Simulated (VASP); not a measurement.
# SnSe (Fm-3m) in VASP: a series of runs

Runs on SnSe. Level: PBEsol. Tasks: single point.

All numbers are computed with VASP 6.6.1; they aren't measurements. Logs are shortened: lines on timing, memory, paths and dates and some standing lists are left out, and cuts for length are marked.

### Step 1. The cell of the first run

Symmetry: Fm-3m, No. 225, cubic system. The conventional cell has a = 5.897 Å, b = 5.897 Å, c = 5.897 Å, α = 90.00°, β = 90.00°, γ = 90.00°. Within 3.9 Å of Sn (site symmetry m-3m) lie 6 Se at 2.95 Å. Se (site symmetry m-3m) has 6 Sn at 2.95 Å within 3.9 Å.

### Step 2. Single point, PBEsol

The input, INCAR:

```
PREC = Accurate
ENCUT = 520
EDIFF = 1E-7
ISMEAR = 0
SIGMA = 0.01
LREAL = False
LASPH = True
NELM = 100
ALGO = Normal
ISIF = 2
LWAVE = False
LCHARG = False
GGA = PS
NBANDS = 17
```

The input, KPOINTS:

```
regular mesh
0
Gamma
  6 6 6
```

The input, POSCAR:

```
SnSe
1.0
    0.0000000000      2.9485541872      2.9485541872
    2.9485541872      0.0000000000      2.9485541872
    2.9485541872      2.9485541872      0.0000000000
Sn Se
1 1
Direct
    0.0000000000      0.0000000000      0.0000000000
    0.5000000000      0.5000000000      0.5000000000
```

Potentials or basis: VASP PAW PBE potentials, release 64 (Sn_d, Se).

Launch:

```bash
$ cat potpaw_PBE.64/Sn_d/POTCAR potpaw_PBE.64/Se/POTCAR > POTCAR
$ mpirun -np 1 vasp_std > vasp.out
```

OUTCAR:

```text
PREC = Accurate
   ENCUT = 520
   EDIFF = 1E-7
   ISMEAR = 0
   LREAL = False
   LASPH = True
   NELM = 100
   ISIF = 2
   GGA = PS

 ion  position               nearest neighbor table
   1  0.000  0.000  0.000-   2 2.95   2 2.95   2 2.95   2 2.95   2 2.95   2 2.95
   2  0.500  0.500  0.500-   1 2.95   1 2.95   1 2.95   1 2.95   1 2.95   1 2.95

  LATTYP: Found a face centered cubic cell.
 ALAT       =     5.8971083744

  Lattice vectors:

 A1 = (   0.0000000000,   2.9485541872,   2.9485541872)
 A2 = (   2.9485541872,   0.0000000000,   2.9485541872)
 A3 = (   2.9485541872,   2.9485541872,   0.0000000000)

Analysis of symmetry for initial positions (statically):
=====================================================================
 Subroutine PRICEL returns:
 Original cell was already a primitive cell.

 Routine SETGRP: Setting up the symmetry group for a
 face centered cubic supercell.

 Subroutine GETGRP returns: Found 48 space group operations
 (whereof 48 operations were pure point group operations)
 out of a pool of 48 trial point group operations.

The static configuration has the point symmetry O_h .

Analysis of symmetry for dynamics (positions and initial velocities):
=====================================================================
 Subroutine PRICEL returns:
 Original cell was already a primitive cell.

 Routine SETGRP: Setting up the symmetry group for a
 face centered cubic supercell.

 Subroutine GETGRP returns: Found 48 space group operations
 (whereof 48 operations were pure point group operations)
 out of a pool of 48 trial point group operations.

The dynamic configuration has the point symmetry O_h .

 Subroutine INISYM returns: Found 48 space group operations
 (whereof 48 operations are pure point group operations),
 and found     1 'primitive' translations

----------------------------------------------------------------------------------------

                                     Primitive cell

  volume of cell :      51.2693

  direct lattice vectors                    reciprocal lattice vectors
     0.000000000  2.948554187  2.948554187    -0.169574635  0.169574635  0.169574635
     2.948554187  0.000000000  2.948554187     0.169574635 -0.169574635  0.169574635
     2.948554187  2.948554187  0.000000000     0.169574635  0.169574635 -0.169574635

  length of vectors
     4.169885321  4.169885321  4.169885321     0.293711883  0.293711883  0.293711883

  position of ions in fractional coordinates (direct lattice)
     0.000000000  0.000000000  0.000000000
     0.500000000  0.500000000  0.500000000

  ion indices of the primitive-cell ions
[... 67 lines left out ...]
   LREAL  =      F    real-space projection
   EDIFFG = 0.1E-05   stopping-criterion for IOM
   NSW    =      0    number of steps for IOM
   IBRION =     -1    ionic relax: 0-MD 1-quasi-New 2-CG
   NFREE  =      0    steps in history (QN), initial steepest desc. (CG)
   ISIF   =      2    stress and relaxation
   ISYM   =      2    0-nonsym 1-usesym 2-fastsym
   POTIM  = 0.5000    time-step for ionic-motion
   TEBEG  =    0.0;   TEEND  =   0.0 temperature during run
   PSTRESS=    0.0 pullay stress
   NELECT =      20.0000    total number of electrons
   NUPDOWN=      -1.0000    fix difference up-down
   EMIN   =  10.00;   EMAX   =-10.00  energy-range for DOS
   EFERMI =   0.00;   METHOD = LEGACY
   ISMEAR =     0;   SIGMA  =   0.01  broadening in eV -4-tet -1-fermi 0-gaus
   EFERMI_NEDOS =   21; number of points for ismear=-14 and -15
   IALGO  =     38    algorithm
   IMIX   =      4    mixing-type and parameters
     AMIX     =   0.40;   BMIX     =  1.00
     AMIX_MAG =   1.60;   BMIX_MAG =  1.00
  volume/ion in A,a.u.               =      25.63       172.99
  Fermi-wavevector in a.u.,A,eV,Ry     =   1.196187  2.260466 19.468075  1.430863
  Thomas-Fermi vector in A             =   2.332134
   LORBIT       =      0    0 simple, 1 ext, 2 COOP (PROOUT), +10 PAW based schemes
   GGA     = PS    functional components
   LHFCALC =     F    Hartree Fock is set to
   AEXX    =    0.0000 exact exchange contribution
   IVDW    =     0    specifies the selected vdW correction
   LEPSILON=     F    determine dielectric tensor
   LRPA    =     F    only Hartree local field effects (RPA)
 non-spin polarized calculation
 Gauss-broadening in eV      SIGMA  =   0.01
  energy-cutoff  :      520.00
  volume of cell :       51.27
 maximum number of plane-waves:      1411
   NGX = 15   NGY = 15   NGZ = 15

 number of electron      19.9999999 magnetization

 Free energy of the ion-electron system (eV)
  ---------------------------------------------------
  ext. energy  EPLUGINS =         0.00000000
  ---------------------------------------------------
  free energy    TOTEN  =        -9.00539707 eV

  energy without entropy =       -9.00539707  energy(sigma->0) =       -9.00539707

 E-fermi :   6.1337     XC(G=0): -10.0633

 val. band max:        6.0103317412   @ k =   0.5000   0.0000   0.0000
 cond. band min:       6.9415712311   @ k =   0.5000   0.0000   0.0000
 fundamental gap:      0.9312394899
 Fermi energy:         6.1336869298

 k-point     1 :       0.0000    0.0000    0.0000
  band No.  band energies     occupation
      1     -15.3443      2.00000
      2     -15.3443      2.00000
      3     -15.3416      2.00000
      4     -15.3416      2.00000
      5     -15.3416      2.00000
      6      -8.1835      2.00000
[... 297 lines left out ...]
      4     -15.3265      2.00000
      5     -15.3181      2.00000
      6      -6.7374      2.00000
[... 9 lines left out ...]
     16      17.6242      0.00000
     17      19.0130      0.00000

------------------------ aborting loop because EDIFF is reached ----------------------------------------

  FORCE on cell =-STRESS in cart. coord.  units (eV):
  Direction    XX          YY          ZZ          XY          YZ          ZX
  --------------------------------------------------------------------------------------
  -------------------------------------------------------------------------------------
  Total        0.3499981      0.3499981      0.3499981      0.0000000      0.0000000     -0.0000000
  in kB       10.9375210     10.9375210     10.9375210      0.0000000      0.0000000     -0.0000000
  external PRESSURE =      10.9375210 kB  Pullay stress =       0.0000000 kB

 VOLUME and BASIS-vectors are now :
 -----------------------------------------------------------------------------
  energy-cutoff  :      520.00
  volume of cell :       51.27
      direct lattice vectors                 reciprocal lattice vectors
     0.000000000  2.948554187  2.948554187    -0.169574635  0.169574635  0.169574635
     2.948554187  0.000000000  2.948554187     0.169574635 -0.169574635  0.169574635
     2.948554187  2.948554187  0.000000000     0.169574635  0.169574635 -0.169574635

 POSITION                                       TOTAL-FORCE (eV/Angst)
 -----------------------------------------------------------------------------------
      0.00000      0.00000      0.00000         0.000000      0.000000     -0.000000
      2.94855      2.94855      2.94855        -0.000000      0.000000      0.000000
 -----------------------------------------------------------------------------------
    total drift:                                0.000000     -0.000000     -0.000000

  FREE ENERGIE OF THE ION-ELECTRON SYSTEM (eV)
  ---------------------------------------------------
  free  energy   TOTEN  =        -9.0053970680 eV

  energy  without entropy=       -9.0053970680  energy(sigma->0) =       -9.00539707
```

OSZICAR:

```text
N       E                     dE             d eps       ncg     rms          rms(c)
DAV:   1     0.135352817796E+03    0.13535E+03   -0.97769E+03   570   0.147E+03
DAV:   2     0.312088546353E+01   -0.13223E+03   -0.12887E+03   569   0.355E+02
DAV:   3    -0.884244875521E+01   -0.11963E+02   -0.11887E+02   679   0.932E+01
DAV:   4    -0.913471479902E+01   -0.29227E+00   -0.29208E+00   634   0.153E+01
DAV:   5    -0.914310348076E+01   -0.83887E-02   -0.83884E-02   789   0.252E+00    0.343E+00
DAV:   6    -0.901052509025E+01    0.13258E+00   -0.30019E-01   792   0.387E+00    0.210E+00
DAV:   7    -0.900569319366E+01    0.48319E-02   -0.59043E-02   675   0.127E+00    0.901E-01
DAV:   8    -0.900546626492E+01    0.22693E-03   -0.56510E-03   697   0.664E-01    0.692E-02
DAV:   9    -0.900539124900E+01    0.75016E-04   -0.82568E-04   801   0.241E-01    0.406E-02
DAV:  10    -0.900539576172E+01   -0.45127E-05   -0.83808E-05   665   0.659E-02    0.633E-03
DAV:  11    -0.900539709212E+01   -0.13304E-05   -0.67992E-06   716   0.196E-02    0.304E-03
DAV:  12    -0.900539706796E+01    0.24165E-07   -0.31024E-07   700   0.737E-03
   1 F= -.90053971E+01 E0= -.90053971E+01  d E =-.860202E-70
```

It took 11 s on 1 thread of Intel Xeon 6455B, shared host; peak memory 0.17 GiB.

What came out:

- Free energy: -9.0054 eV
- Pressure: 1.1 GPa
- Band gap on the k mesh: 0.93 eV, direct

Levels at points of the mesh, in eV from the valence-band top:
```
           k point  band 8  band 9  band 10  band 11  band 12  band 13
(0.00, 0.00, 0.00)   -2.24   -2.24    -2.24     4.65     4.65     4.65
(0.50, 0.00, 0.00)   -1.98   -1.98     0.00     0.93     1.30     1.30
(0.50, 0.50, 0.00)   -5.82   -3.82    -3.82     2.84     5.80     5.80
```

Caveat: the PAW data sets were made with another functional, which shifts forces and pressure a little; spin-orbit coupling is left out, which moves the levels of the heavy elements. A k mesh can miss the band edges.

### Step 3. Single point, PBEsol

This run uses another cell than the first one, of 26.45 Å³/atom, 1.032 times its volume.

The input, INCAR:

```
  PREC = Accurate
  ENCUT = 520
  EDIFF = 1E-6
  ISMEAR = 0
  SIGMA = 0.01
  LREAL = False
  LASPH = True
  NELM = 60
  ALGO = Normal
  ISIF = 2
  LWAVE = False
  LCHARG = True
  GGA = PS
  LELF = True
  LVHAR = True
  NBANDS = 17
```

KPOINTS is that of step 2.

The input, POSCAR:

```
SnSe
1.0
    0.0000000000      2.9795938807      2.9795938807
    2.9795938807      0.0000000000      2.9795938807
    2.9795938807      2.9795938807      0.0000000000
Sn Se
1 1
Direct
    0.0000000000      0.0000000000      0.0000000000
    0.5000000000      0.5000000000      0.5000000000
```

Potentials or basis: VASP PAW PBE potentials, release 64 (Sn_d, Se).

Launch:

```bash
$ cat potpaw_PBE.64/Sn_d/POTCAR potpaw_PBE.64/Se/POTCAR > POTCAR
$ mpirun -np 1 vasp_std > vasp.out
```

Run time: 13 s. Hardware: 1 thread of Intel Xeon 6455B, shared host; peak memory 0.18 GiB.

It converged, with:

```
Free energy            : -9.0076 eV
Pressure               : -0.7 GPa
Band gap on the k mesh : 0.78 eV, direct
```

Levels at points of the mesh, in eV from the valence-band top:
| k point | band 6 | band 7 | band 8 | band 9 | band 10 | band 11 | band 12 | band 13 | band 14 | band 15 |
| --- | --- | --- | --- | --- | --- | --- | --- | --- | --- | --- |
| (0.00, 0.00, 0.00) | -13.99 | -4.90 | -2.17 | -2.17 | -2.17 | 4.51 | 4.51 | 4.51 | 5.88 | 5.88 |
| (0.50, 0.00, 0.00) | -12.99 | -8.13 | -1.92 | -1.92 | 0.00 | 0.78 | 1.30 | 1.30 | 8.31 | 10.28 |
| (0.50, 0.50, 0.00) | -12.68 | -5.94 | -5.61 | -3.69 | -3.69 | 2.93 | 5.60 | 5.60 | 6.23 | 10.66 |

Caveat: the PAW data sets were made with another functional, which shifts forces and pressure a little; spin-orbit coupling is left out, which moves the levels of the heavy elements. A k mesh can miss the band edges.

### Step 4. Single point, PBEsol

This run uses another cell than the first one, of 28.09 Å³/atom, 1.096 times its volume.

The input, INCAR:

```
ALGO = Normal
EDIFF = 1E-7
ENCUT = 520
GGA = PS
ISIF = 2
ISMEAR = 0
LASPH = True
LCHARG = False
LREAL = False
LWAVE = False
NBANDS = 17
NELM = 60
PREC = Accurate
SIGMA = 0.01
```

The input, KPOINTS:

```
k-points
0
Gamma
  6 6 6
```

The input, POSCAR:

```
SnSe
1.0
    0.0000000000      3.0398039185      3.0398039185
    3.0398039185      0.0000000000      3.0398039185
    3.0398039185      3.0398039185      0.0000000000
Sn Se
1 1
Direct
    0.0000000000      0.0000000000      0.0000000000
    0.5000000000      0.5000000000      0.5000000000
```

Launch:

```bash
$ cat potpaw_PBE.64/Sn_d/POTCAR potpaw_PBE.64/Se/POTCAR > POTCAR
$ mpirun -np 1 vasp_std > vasp.out
```

It took 13 s on 1 thread of Intel Xeon 6455B, shared host; peak memory 0.18 GiB.

Results (log left out):

```yaml
Free_energy: -8.9634 eV
Pressure: -3.5 GPa
Band_gap_on_the_k_mesh: 0.52 eV, direct
```

Levels at points of the mesh, in eV from the valence-band top:
| k point | band 6 | band 7 | band 8 | band 9 | band 10 | band 11 | band 12 | band 13 | band 14 | band 15 |
| --- | --- | --- | --- | --- | --- | --- | --- | --- | --- | --- |
| (0.00, 0.00, 0.00) | -13.63 | -5.14 | -2.04 | -2.04 | -2.04 | 4.24 | 4.24 | 4.24 | 5.90 | 5.90 |
| (0.50, 0.00, 0.00) | -12.75 | -7.87 | -1.80 | -1.80 | 0.00 | 0.52 | 1.30 | 1.30 | 8.10 | 9.98 |
| (0.50, 0.50, 0.00) | -12.50 | -5.97 | -5.24 | -3.45 | -3.45 | 3.08 | 5.22 | 5.22 | 5.80 | 10.43 |

Caveat: the PAW data sets were made with another functional, which shifts forces and pressure a little; spin-orbit coupling is left out, which moves the levels of the heavy elements. A k mesh can miss the band edges.

### Step 5. Single point, PBEsol

This run uses another cell than the first one, of 28.91 Å³/atom, 1.128 times its volume.

The input, INCAR:

```
  PREC = Accurate
  ENCUT = 520
  EDIFF = 1E-7
  ISMEAR = 0
  SIGMA = 0.01
  LREAL = F
  LASPH = T
  NELM = 80
  ALGO = Normal
  ISIF = 2
  LWAVE = F
  LCHARG = F
  GGA = PS
  NBANDS = 17
```

The input, KPOINTS:

```
regular mesh
0
Gamma
  6 6 6
```

The input, POSCAR:

```
SnSe
1.0
    0.0000000000      3.0690345955      3.0690345955
    3.0690345955      0.0000000000      3.0690345955
    3.0690345955      3.0690345955      0.0000000000
Sn Se
1 1
Direct
    0.0000000000      0.0000000000      0.0000000000
    0.5000000000      0.5000000000      0.5000000000
```

Launch:

```bash
$ cat potpaw_PBE.64/Sn_d/POTCAR potpaw_PBE.64/Se/POTCAR > POTCAR
$ mpirun -np 1 vasp_std > vasp.out
```

Wall time 13 s (1 thread of Intel Xeon 6455B, shared host); peak memory 0.18 GiB.

It converged, with:

- Free energy: -8.9219 eV
- Pressure: -4.6 GPa
- Band gap on the k mesh: 0.40 eV, direct

Levels at points of the mesh, in eV from the valence-band top:
| k point | band 6 | band 7 | band 8 | band 9 | band 10 | band 11 | band 12 | band 13 | band 14 | band 15 |
| --- | --- | --- | --- | --- | --- | --- | --- | --- | --- | --- |
| (0.00, 0.00, 0.00) | -13.46 | -5.24 | -1.98 | -1.98 | -1.98 | 4.12 | 4.12 | 4.12 | 5.91 | 5.91 |
| (0.50, 0.00, 0.00) | -12.65 | -7.75 | -1.75 | -1.75 | 0.00 | 0.40 | 1.29 | 1.29 | 8.01 | 9.85 |
| (0.50, 0.50, 0.00) | -12.42 | -5.98 | -5.07 | -3.34 | -3.34 | 3.16 | 5.05 | 5.05 | 5.61 | 10.32 |

Caveat: the PAW data sets were made with another functional, which shifts forces and pressure a little; spin-orbit coupling is left out, which moves the levels of the heavy elements. A k mesh can miss the band edges.

### Step 6. Summary

| cell | gap on the mesh (eV) | pressure (GPa) |
| --- | --- | --- |
| a = 4.170 Å, angles 60.0°, 2 atoms | 0.93 | 1.1 |
| a = 4.214 Å, angles 60.0°, 2 atoms | 0.78 | -0.7 |
| a = 4.299 Å, angles 60.0°, 2 atoms | 0.52 | -3.5 |
| a = 4.340 Å, angles 60.0°, 2 atoms | 0.40 | -4.6 |

Alike in all rows: task single point; level PBEsol; potentials or basis VASP PAW PBE potentials, release 64 (Sn_d, Se); no spin polarisation; k mesh 6 × 6 × 6; cutoff (eV) 520; smearing gaussian 0.01 eV.

Caveats: the PAW data sets were made with another functional, which shifts forces and pressure a little; spin-orbit coupling is left out, which moves the levels of the heavy elements.

Total energies depend on the potentials used, so only differences within one code and one set of settings carry meaning.
